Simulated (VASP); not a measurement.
# SnO2 in VASP: further runs, part 2 of 2

VASP 6.6.1. Earlier steps stand in the parts before.

## 3. Single point, PBE (volume scaled by 1.01)

INCAR

```
PREC = Accurate ; ENCUT = 520
EDIFF = 1E-7 ; ISMEAR = -1
SIGMA = 0.03 ; LREAL = False
LASPH = True ; NELM = 60
ALGO = Normal ; ISIF = 2
LWAVE = False ; LCHARG = False
GGA = PE ; NBANDS = 35
```

KPOINTS

```
Automatic mesh
0
Gamma
  4 4 6
```

POSCAR

```
SnO2
1.0
    4.7530888199      0.0000000000      0.0000000000
    0.0000000000      4.7530888199      0.0000000000
    0.0000000000      0.0000000000      3.1969861243
Sn O
2 4
Direct
    0.0000000000      0.0000000000      0.0000000000
    0.5000000000      0.5000000000      0.5000000000
    0.3056200000      0.3056200000      0.0000000000
    0.1943800000      0.8056200000      0.5000000000
    0.6943800000      0.6943800000      0.0000000000
    0.8056200000      0.1943800000      0.5000000000
```

Potentials or basis: VASP PAW PBE potentials, release 64 (Sn_d, O).

Run with:

```bash
$ cat potpaw_PBE.64/Sn_d/POTCAR potpaw_PBE.64/O/POTCAR > POTCAR
$ mpirun -np 1 vasp_std > vasp.out
```

Wall time 61 s (1 thread of Intel Xeon 6975P-C, shared host); peak memory 0.2 GiB.

Results (log left out):

```yaml
Free_energy: -37.2109 eV
Pressure: 9.2 GPa
Largest_force: 0.017 eV/Å
Band_gap_on_the_k_mesh: 1.13 eV, direct
```

Forces on the atoms (eV/Å):
```
Sn   0.000  0.000  0.000
Sn   0.000  0.000  0.000
O   -0.012 -0.012  0.000
O    0.012 -0.012  0.000
O    0.012  0.012  0.000
O   -0.012  0.012  0.000
```

Stress tensor (GPa, compression positive):
```
 8.56  0.00  0.00
 0.00  8.56  0.00
 0.00  0.00 10.55
```

Levels at points of the mesh, in eV from the valence-band top:
```tsv
k point	band 24	band 25	band 26	band 27	band 28	band 29
(0.00, 0.00, 0.00)	-0.78	-0.78	0.00	1.13	6.11	6.27
(0.50, 0.00, 0.00)	-1.20	-0.63	-0.63	4.33	4.33	7.05
(0.50, 0.50, 0.00)	-1.32	-0.90	-0.90	4.76	4.76	7.47
(0.00, 0.00, 0.50)	-1.64	-1.24	-1.24	6.07	6.07	9.68
(0.50, 0.00, 0.50)	-1.09	-0.72	-0.72	6.35	6.35	7.98
(0.50, 0.50, 0.50)	-0.95	-0.83	-0.83	4.73	4.73	8.88
```

Caveat: spin-orbit coupling is left out, which moves the levels of the heavy elements.

## 4. Single point, PBE (volume scaled by 1.04)

INCAR

```
SYSTEM = SnO2
  PREC = Accurate
  ENCUT = 520
  EDIFF = 1E-7
  ISMEAR = -1
  SIGMA = 0.03
  LREAL = .FALSE.
  LASPH = .TRUE.
  NELM = 80
  ALGO = Normal
  ISIF = 2
  LWAVE = .FALSE.
  LCHARG = .FALSE.
  GGA = PE
  NBANDS = 35
```

KPOINTS

```
regular mesh
0
G
  4 4 6
  0 0 0
```

POSCAR, as its differences from that of step 3:

```diff
@@ -2,5 +2,5 @@
 1.0
-    4.7530888199      0.0000000000      0.0000000000
-    0.0000000000      4.7530888199      0.0000000000
-    0.0000000000      0.0000000000      3.1969861243
+    4.7996907017      0.0000000000      0.0000000000
+    0.0000000000      4.7996907017      0.0000000000
+    0.0000000000      0.0000000000      3.2283311243
 Sn O
```

Run with:

```bash
$ cat potpaw_PBE.64/Sn_d/POTCAR potpaw_PBE.64/O/POTCAR > POTCAR
$ mpirun -np 1 vasp_std > vasp.out
```

Run time: 50 s. Hardware: 1 thread of Intel Xeon 6975P-C, shared host; peak memory 0.2 GiB.

Results (log left out):

```
Free energy            : -37.2951 eV
Pressure               : 3.1 GPa
Largest force          : 0.078 eV/Å
Band gap on the k mesh : 0.80 eV, direct
```

Forces in eV/Å, atoms in the order of the input:
```
Sn   0.000  0.000  0.000
Sn   0.000  0.000  0.000
O    0.055  0.055  0.000
O   -0.055  0.055  0.000
O   -0.055 -0.055  0.000
O    0.055 -0.055  0.000
```

Stress tensor (GPa, compression positive):
```
2.96 0.00 0.00
0.00 2.96 0.00
0.00 0.00 3.26
```

Levels at points of the mesh, in eV from the valence-band top:
```tsv
k point	band 24	band 25	band 26	band 27	band 28	band 29
(0.00, 0.00, 0.00)	-0.75	-0.75	0.00	0.80	5.83	6.11
(0.50, 0.00, 0.00)	-1.21	-0.61	-0.61	4.02	4.02	6.88
(0.50, 0.50, 0.00)	-1.33	-0.87	-0.87	4.43	4.43	7.25
(0.00, 0.00, 0.50)	-1.57	-1.20	-1.20	5.72	5.72	9.46
(0.50, 0.00, 0.50)	-1.04	-0.74	-0.74	5.99	5.99	7.73
(0.50, 0.50, 0.50)	-0.92	-0.79	-0.79	4.44	4.44	8.72
```

Caveat: spin-orbit coupling is left out, which moves the levels of the heavy elements.

## 5. Single point, PBE (equal xy, yz and zx shear strains of -1 %)

INCAR

```
ALGO = Normal
EDIFF = 1E-7
ENCUT = 520
GGA = PE
ISIF = 2
ISMEAR = -1
LASPH = T
LCHARG = F
LREAL = F
LWAVE = F
NBANDS = 35
NELM = 100
PREC = Accurate
SIGMA = 0.03
```

KPOINTS

```
k-points
0
Gamma
  4 4 6
```

POSCAR, as its differences from that of step 4:

```diff
@@ -2,5 +2,5 @@
 1.0
-    4.7996907017      0.0000000000      0.0000000000
-    0.0000000000      4.7996907017      0.0000000000
-    0.0000000000      0.0000000000      3.2283311243
+    4.7373500000     -0.0236867500     -0.0236867500
+   -0.0236867500      4.7373500000     -0.0236867500
+   -0.0159320000     -0.0159320000      3.1864000000
 Sn O
```

Potentials or basis: VASP PAW PBE potentials, release 64 (Sn_d, O).

Run with:

```bash
$ cat potpaw_PBE.64/Sn_d/POTCAR potpaw_PBE.64/O/POTCAR > POTCAR
$ mpirun -np 1 vasp_std > vasp.out
```

OUTCAR:

```text
EDIFF = 1E-7
   ENCUT = 520
   GGA = PE
   ISIF = 2
   ISMEAR = -1
   LASPH = T
   LREAL = F
   NELM = 100
   PREC = Accurate

 ion  position               nearest neighbor table
   1  0.000  0.000  0.000-   3 2.04   5 2.04   4 2.06   6 2.06   4 2.06   6 2.06   2 3.67   2 3.67
                             2 3.71   2 3.71   2 3.72   2 3.72   2 3.72   2 3.72
   2  0.500  0.500  0.500-   5 2.04   3 2.04   6 2.06   4 2.06   3 2.07   5 2.07   1 3.67   1 3.67
                             1 3.71   1 3.71   1 3.72   1 3.72   1 3.72   1 3.72
   3  0.306  0.306  0.000-   1 2.04   2 2.04   2 2.07
   4  0.194  0.806  0.500-   2 2.06   1 2.06   1 2.06
   5  0.694  0.694  0.000-   1 2.04   2 2.04   2 2.07
   6  0.806  0.194  0.500-   2 2.06   1 2.06   1 2.06

  LATTYP: Found a base centered monoclinic cell.
 ALAT       =     9.1569377437
 B/A-ratio  =     0.7353028852
 C/A-ratio  =     0.3479852925
 COS(beta)  =    -0.6856496925

  Lattice vectors:
[... 179 lines left out ...]
  ---------------------------------------------------
  ext. energy  EPLUGINS =         0.00000000
  ---------------------------------------------------
  free energy    TOTEN  =       -37.15309208 eV

  energy without entropy =      -37.15309208  energy(sigma->0) =      -37.15309208

 E-fermi :   6.7915     XC(G=0): -11.2620

 val. band max:        6.1551544183   @ k =   0.0000   0.0000   0.0000
 cond. band min:       7.3982864187   @ k =   0.0000   0.0000   0.0000
 fundamental gap:      1.2431320004
 Fermi energy:         6.7915052704

 k-point     1 :       0.0000    0.0000    0.0000
  band No.  band energies     occupation
      1     -14.9684      2.00000
      2     -14.1642      2.00000
      3     -13.9096      2.00000
      4     -13.9075      2.00000
      5     -13.8512      2.00000
      6     -13.8123      2.00000
[... 901 lines left out ...]
     34      18.3041      0.00000
     35      18.7662      0.00000

 [... further k-points ...]
[... 5 lines left out ...]
  --------------------------------------------------------------------------------------
  -------------------------------------------------------------------------------------
  Total        4.7744591      4.7744591      5.9443040      0.9666118      0.5372196      0.5372196
  in kB      106.9784263    106.9784263    133.1904361     21.6582878     12.0371547     12.0371550
  external PRESSURE =     115.7157629 kB  Pullay stress =       0.0000000 kB

 VOLUME and BASIS-vectors are now :
 -----------------------------------------------------------------------------
  energy-cutoff  :      520.00
  volume of cell :       71.51
      direct lattice vectors                 reciprocal lattice vectors
     4.737350000 -0.023686750 -0.023686750     0.211099086  0.001060799  0.001060799
    -0.023686750  4.737350000 -0.023686750     0.001060799  0.211099086  0.001060799
    -0.015932000 -0.015932000  3.186400000     0.001577133  0.001577133  0.313849565

 POSITION                                       TOTAL-FORCE (eV/Angst)
 -----------------------------------------------------------------------------------
      0.00000      0.00000      0.00000         0.000000     -0.000000     -0.000000
      2.34887      2.34887      1.56951         0.000000     -0.000000     -0.000000
      1.44059      1.44059     -0.01448        -0.011453     -0.011453     -0.132692
      0.89380      3.80393      1.56951         0.062289     -0.062289      0.000000
      3.27307      3.27307     -0.03290         0.011453      0.011453      0.132692
      3.80393      0.89380      1.56951        -0.062289      0.062289      0.000000
 -----------------------------------------------------------------------------------
    total drift:                                0.000000      0.000000      0.000000

  FREE ENERGIE OF THE ION-ELECTRON SYSTEM (eV)
  ---------------------------------------------------
  free  energy   TOTEN  =       -37.1530920809 eV

  energy  without entropy=      -37.1530920808  energy(sigma->0) =      -37.15309208
```

Wall time 2.5 min (1 thread of AMD EPYC 7R13, shared host); peak memory 0.18 GiB.

Results:

```
Free energy            : -37.1531 eV
Pressure               : 11.6 GPa
Largest force          : 0.134 eV/Å
Band gap on the k mesh : 1.24 eV, direct
```

Forces on the atoms (eV/Å):
```
Sn   0.000  0.000  0.000
Sn   0.000  0.000  0.000
O   -0.011 -0.011 -0.133
O    0.062 -0.062  0.000
O    0.011  0.011  0.133
O   -0.062  0.062  0.000
```

Stress tensor (GPa, compression positive):
```
10.70  2.17  1.20
 2.17 10.70  1.20
 1.20  1.20 13.32
```

Levels at points of the mesh, in eV from the valence-band top:
```csv
k point,band 22,band 23,band 24,band 25,band 26,band 27,band 28,band 29,band 30,band 31
"(0.00, 0.00, 0.00)",-1.29,-1.19,-0.82,-0.76,0.00,1.24,6.20,6.29,6.35,10.44
"(0.50, 0.00, 0.00)",-1.96,-1.23,-1.16,-0.63,-0.63,4.40,4.47,7.08,7.13,10.96
"(0.50, 0.50, 0.00)",-1.99,-1.37,-1.27,-0.97,-0.85,4.83,4.90,7.52,7.55,10.95
"(0.00, 0.00, 0.50)",-2.61,-1.70,-1.64,-1.33,-1.19,6.17,6.21,9.72,9.78,10.66
"(0.50, 0.00, 0.50)",-1.69,-1.15,-1.06,-0.73,-0.68,6.44,6.50,7.97,8.15,11.01
"(0.50, 0.50, 0.50)",-2.38,-0.98,-0.94,-0.90,-0.78,4.80,4.87,8.87,8.98,11.01
```

Caveat: the cell differs from its parent crystal (equal xy, yz and zx shear strains of -1 %); spin-orbit coupling is left out, which moves the levels of the heavy elements.

## 6. Summary

| cell | gap on the mesh (eV) | pressure (GPa) | largest force (eV/Å) |
| --- | --- | --- | --- |
| a = 4.706, b = 4.706, c = 3.165 Å, 6 atoms | 1.48 | 16.4 | 0.12 |
| a = 4.753, b = 4.753, c = 3.197 Å, 6 atoms | 1.13 | 9.2 | 0.02 |
| a = 4.800, b = 4.800, c = 3.228 Å, 6 atoms | 0.80 | 3.1 | 0.08 |
| a = 4.737, b = 4.737, c = 3.186 Å, angles 90.6°, 6 atoms | 1.24 | 11.6 | 0.13 |

Alike in all rows: task single point; level PBE; potentials or basis VASP PAW PBE potentials, release 64 (Sn_d, O); no spin polarisation; k mesh 4 × 4 × 6; cutoff (eV) 520; smearing fermi-dirac 0.03 eV.

Caveats: spin-orbit coupling is left out, which moves the levels of the heavy elements.

Absolute energies hang on the potentials; compare differences alone.
